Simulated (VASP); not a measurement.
# Sb (R-3m) in VASP: settings compared, part 2 of 2

VASP 6.6.1. The steps go on from the part before.

## 4. Single point, r2SCAN

POSCAR reads:

```
Sb
1.0
    2.1595420000      1.2468120000      3.6863800000
   -2.1595420000      1.2468120000      3.6863800000
    0.0000000000     -2.4936250000      3.6863800000
Sb
2
Direct
    0.2360160000      0.2360160000      0.2360170000
    0.7639830000      0.7639830000      0.7639840000
```

INCAR.step1 reads:

```
ALGO = Normal ; EDIFF = 1E-4
ENCUT = 520 ; GGA = PE
ISMEAR = -1 ; LASPH = True
LCHARG = False ; LREAL = False
LWAVE = True ; NBANDS = 12
NELM = 80 ; PREC = Accurate
SIGMA = 0.05
```

INCAR.step2 reads:

```
ALGO = Normal ; EDIFF = 1E-6
ENCUT = 520 ; ISIF = 2
ISMEAR = -1 ; ISTART = 1
LASPH = True ; LCHARG = False
LMIXTAU = True ; LREAL = False
LWAVE = False ; METAGGA = R2SCAN
NBANDS = 12 ; NELM = 80
PREC = Accurate ; SIGMA = 0.05
```

KPOINTS reads:

```
k-points
0
Gamma
  7 7 7
```

Potentials or basis: VASP PAW PBE potentials, release 64 (Sb).

Run with:

```sh
cat potpaw_PBE.64/Sb/POTCAR > POTCAR
cp INCAR.step1 INCAR
mpirun -np 1 vasp_std > vasp.out
cp INCAR.step2 INCAR
mpirun -np 1 vasp_std > vasp.out
```

OUTCAR:

```text
EDIFF = 1E-6
   ENCUT = 520
   ISIF = 2
   ISMEAR = -1
   ISTART = 1
   LASPH = True
   LREAL = False
   METAGGA = R2SCAN
   NELM = 80
   PREC = Accurate

 ion  position               nearest neighbor table
   1  0.236  0.236  0.236-   2 2.93   2 2.93   2 2.93   2 3.29   2 3.29   2 3.29
   2  0.764  0.764  0.764-   1 2.93   1 2.93   1 2.93   1 3.29   1 3.29   1 3.29

  LATTYP: Found a trigonal (rhomboedric) cell.
 ALAT       =     4.4505684263
 COS(alpha) =     0.5291068299

  Lattice vectors:

 A1 = (   2.1595420000,   1.2468120000,   3.6863800000)
 A2 = (  -2.1595420000,   1.2468120000,   3.6863800000)
 A3 = (   0.0000000000,  -2.4936250000,   3.6863800000)

Analysis of symmetry for initial positions (statically):
=====================================================================
 Subroutine PRICEL returns:
 Original cell was already a primitive cell.

 Routine SETGRP: Setting up the symmetry group for a
 trigonal (rhombohedral) supercell.

 Subroutine GETGRP returns: Found 12 space group operations
 (whereof 12 operations were pure point group operations)
 out of a pool of 12 trial point group operations.

The static configuration has the point symmetry D_3d.

Analysis of symmetry for dynamics (positions and initial velocities):
=====================================================================
 Subroutine PRICEL returns:
 Original cell was already a primitive cell.

 Routine SETGRP: Setting up the symmetry group for a
 trigonal (rhombohedral) supercell.

 Subroutine GETGRP returns: Found 12 space group operations
 (whereof 12 operations were pure point group operations)
 out of a pool of 12 trial point group operations.

The dynamic configuration has the point symmetry D_3d.

 Subroutine INISYM returns: Found 12 space group operations
 (whereof 12 operations are pure point group operations),
 and found     1 'primitive' translations

----------------------------------------------------------------------------------------

                                     Primitive cell

  volume of cell :      59.5544

  direct lattice vectors                    reciprocal lattice vectors
     2.159542000  1.246812000  3.686380000     0.231530575  0.133674220  0.090422956
    -2.159542000  1.246812000  3.686380000    -0.231530575  0.133674220  0.090422956
     0.000000000 -2.493625000  3.686380000     0.000000000 -0.267348441  0.090422920

  length of vectors
     4.450568426  4.450568426  4.450568856     0.282226000  0.282226000  0.282225961

  position of ions in fractional coordinates (direct lattice)
     0.236016000  0.236016000  0.236017000
     0.763983000  0.763983000  0.763984000

  ion indices of the primitive-cell ions
   primitive index   ion index
                 1           1
                 2           2

----------------------------------------------------------------------------------------

 KPOINTS: k-points

Automatic generation of k-mesh.
 Grid dimensions read from file:
 generate k-points for:    7    7    7

 Generating k-lattice:

  Cartesian coordinates                     Fractional coordinates (reciprocal lattice)
     0.033075796  0.019096317  0.012917565     0.142857143  0.000000000  0.000000000
    -0.033075796  0.019096317  0.012917565     0.000000000  0.142857143  0.000000000
     0.000000000 -0.038192634  0.012917560     0.000000000  0.000000000  0.142857143
[... 40 lines left out ...]
   number of dos      NEDOS =    301   number of ions     NIONS =      2
   total plane-waves  NPLWV =  46656
   dimension x,y,z NGX =    36 NGY =   36 NGZ =   36
   dimension x,y,z NGXF=    72 NGYF=   72 NGZF=   72
   ions per type =               2
   NGX,Y,Z   is equivalent  to a cutoff of  13.45, 13.45, 13.45 a.u.
   NGXF,Y,Z  is equivalent  to a cutoff of  26.89, 26.89, 26.89 a.u.
 SYSTEM =  unknown system
   PREC   = accura    normal or accurate (medium, high low for compatibility)
   ISTART =      1    job   : 0-new  1-cont  2-samecut
   ICHARG =      0    charge: 1-file 2-atom 10-const
   ISPIN  =      1    spin polarized calculation?
   LNONCOLLINEAR =      F non collinear calculations
   LSORBIT =      F    spin-orbit coupling
   LASPH  =      T    aspherical Exc in radial PAW
   ENCUT  =  520.0 eV  38.22 Ry    6.18 a.u.   8.28  8.28  8.28*2*pi/ulx,y,z
   NELM   =     80;   NELMIN=  2; NELMDL=  0     # of ELM steps
   EDIFF  = 0.1E-05   stopping-criterion for ELM
   LREAL  =      F    real-space projection
   EDIFFG = 0.1E-04   stopping-criterion for IOM
   NSW    =      0    number of steps for IOM
   IBRION =     -1    ionic relax: 0-MD 1-quasi-New 2-CG
   NFREE  =      0    steps in history (QN), initial steepest desc. (CG)
   ISIF   =      2    stress and relaxation
   ISYM   =      2    0-nonsym 1-usesym 2-fastsym
   POTIM  = 0.5000    time-step for ionic-motion
   TEBEG  =    0.0;   TEEND  =   0.0 temperature during run
   PSTRESS=    0.0 pullay stress
   NELECT =      10.0000    total number of electrons
   NUPDOWN=      -1.0000    fix difference up-down
   EMIN   =  10.00;   EMAX   =-10.00  energy-range for DOS
   EFERMI =   0.00;   METHOD = LEGACY
   ISMEAR =    -1;   SIGMA  =   0.05  broadening in eV -4-tet -1-fermi 0-gaus
   EFERMI_NEDOS =   21; number of points for ismear=-14 and -15
   IALGO  =     38    algorithm
   IMIX   =      4    mixing-type and parameters
     AMIX     =   0.40;   BMIX     =  1.00
     AMIX_MAG =   1.60;   BMIX_MAG =  1.00
  volume/ion in A,a.u.               =      29.78       200.95
  Fermi-wavevector in a.u.,A,eV,Ry     =   0.903171  1.706746 11.098523  0.815718
  Thomas-Fermi vector in A             =   2.026464
   LORBIT       =      0    0 simple, 1 ext, 2 COOP (PROOUT), +10 PAW based schemes
   METAGGA = R2SCAN    functional components
   LHFCALC =     F    Hartree Fock is set to
   AEXX    =    0.0000 exact exchange contribution
   IVDW    =     0    specifies the selected vdW correction
   LEPSILON=     F    determine dielectric tensor
   LRPA    =     F    only Hartree local field effects (RPA)
 non-spin polarized calculation
  energy-cutoff  :      520.00
  volume of cell :       59.55
 maximum number of plane-waves:      1612
 NGX is ok and might be reduce to    36
   NGX = 17   NGY = 17   NGZ = 17

 number of electron      10.0000000 magnetization

 Free energy of the ion-electron system (eV)
  ---------------------------------------------------
  ext. energy  EPLUGINS =         0.00000000
  ---------------------------------------------------
  free energy    TOTEN  =       -51.38546315 eV

  energy without entropy =      -51.38426023  energy(sigma->0) =      -51.38486169

 E-fermi :   7.3264     XC(G=0): -10.0764

 val. band max:        7.1787319244   @ k =   0.2857   0.1429   0.1429
 cond. band min:       7.4417235335   @ k =   0.4286   0.4286   0.4286
 fundamental gap:      0.2629916091
 Fermi energy:         7.3263722566

 k-point     1 :       0.0000    0.0000    0.0000
  band No.  band energies     occupation
      1      -5.9872      2.00000
      2       2.7126      2.00000
      3       5.1760      2.00000
      4       5.3487      2.00000
      5       5.3487      2.00000
      6       9.8181      0.00000
      7      10.3230      0.00000
      8      10.3230      0.00000
      9      12.6646      0.00000
     10      12.6646      0.00000
     11      12.8494      0.00000
     12      14.5354      0.00000
[... 331 lines left out ...]
 k-point    24 :       0.4286    0.2857    0.1429
  band No.  band energies     occupation
      1      -4.5725      2.00000
      2      -0.6139      2.00000
      3       3.2428      2.00000
      4       4.3544      2.00000
      5       5.9151      2.00000
      6       8.9594      0.00000
      7      10.2372      0.00000
      8      11.0819      0.00000
      9      12.3663      0.00000
     10      15.1790      0.00000
     11      16.2164      0.00000
     12      16.8187      0.00000

 [... further k-points ...]

------------------------ aborting loop because EDIFF is reached ----------------------------------------

  FORCE on cell =-STRESS in cart. coord.  units (eV):
  Direction    XX          YY          ZZ          XY          YZ          ZX
  --------------------------------------------------------------------------------------
  -------------------------------------------------------------------------------------
  Total        0.6912650      0.6912652      0.7104519      0.0000000     -0.0000001      0.0000000
  in kB       18.5969226     18.5969279     19.1131018      0.0000000     -0.0000017      0.0000000
  external PRESSURE =      18.7689841 kB  Pullay stress =       0.0000000 kB

 VOLUME and BASIS-vectors are now :
 -----------------------------------------------------------------------------
  energy-cutoff  :      520.00
  volume of cell :       59.55
      direct lattice vectors                 reciprocal lattice vectors
     2.159542000  1.246812000  3.686380000     0.231530575  0.133674220  0.090422956
    -2.159542000  1.246812000  3.686380000    -0.231530575  0.133674220  0.090422956
     0.000000000 -2.493625000  3.686380000     0.000000000 -0.267348441  0.090422920

 POSITION                                       TOTAL-FORCE (eV/Angst)
 -----------------------------------------------------------------------------------
      0.00000     -0.00000      2.61014         0.000000      0.000000     -0.143002
      0.00000     -0.00000      8.44900         0.000000     -0.000000      0.143002
 -----------------------------------------------------------------------------------
    total drift:                                0.000000      0.000799      0.000592

  FREE ENERGIE OF THE ION-ELECTRON SYSTEM (eV)
  ---------------------------------------------------
  free  energy   TOTEN  =       -51.3854631549 eV

  energy  without entropy=      -51.3842602306  energy(sigma->0) =      -51.38486169
```

It took 2.3 min on 1 thread of Intel Xeon Platinum 8375C at 2.90GHz (Ice Lake), shared host; peak memory 0.21 GiB.

Results:

| Quantity | Value |
| --- | --- |
| Free energy | -51.3855 eV |
| Pressure | 1.9 GPa |
| Largest force | 0.143 eV/Å |
| Band gap on the k mesh | 0.26 eV, indirect (least direct gap 0.37 eV) |

Forces on the atoms (eV/Å):
```
Sb   0.000  0.000 -0.143
Sb   0.000  0.000  0.143
```

Levels at points of the mesh, in eV from the valence-band top:
```
           k point  band 3  band 4  band 5  band 6  band 7  band 8
(0.00, 0.00, 0.00)   -2.00   -1.83   -1.83    2.64    3.14    3.14
```

Caveat: the PAW data sets were made with another functional, which shifts forces and pressure a little; spin-orbit coupling is left out, which moves the levels of the heavy elements. A k mesh can miss the band edges.

## 5. Summary

| level | gap on the mesh (eV) | pressure (GPa) | largest force (eV/Å) |
| --- | --- | --- | --- |
| PBEsol | 0.32 | 0.3 | 0.02 |
| PBE | 0.33 | 2.9 | 0.01 |
| r2SCAN | 0.26 | 1.9 | 0.14 |

Alike in all rows: task single point; potentials or basis VASP PAW PBE potentials, release 64 (Sb); no spin polarisation; cell as given; k mesh 7 × 7 × 7; cutoff (eV) 520; smearing fermi-dirac 0.05 eV.

On the cell as given the gap runs from 0.26 eV (r2SCAN) to 0.33 eV (PBE). The pressure there spans 0.3 GPa (PBEsol) to 2.9 GPa (PBE); a positive pressure means that this level wants a larger cell, a negative one a smaller.

Caveats: spin-orbit coupling is left out, which moves the levels of the heavy elements; the PAW data sets were made with another functional, which shifts forces and pressure a little (some runs).

Total energies depend on the potentials used, so only differences within one code and one set of settings carry meaning.
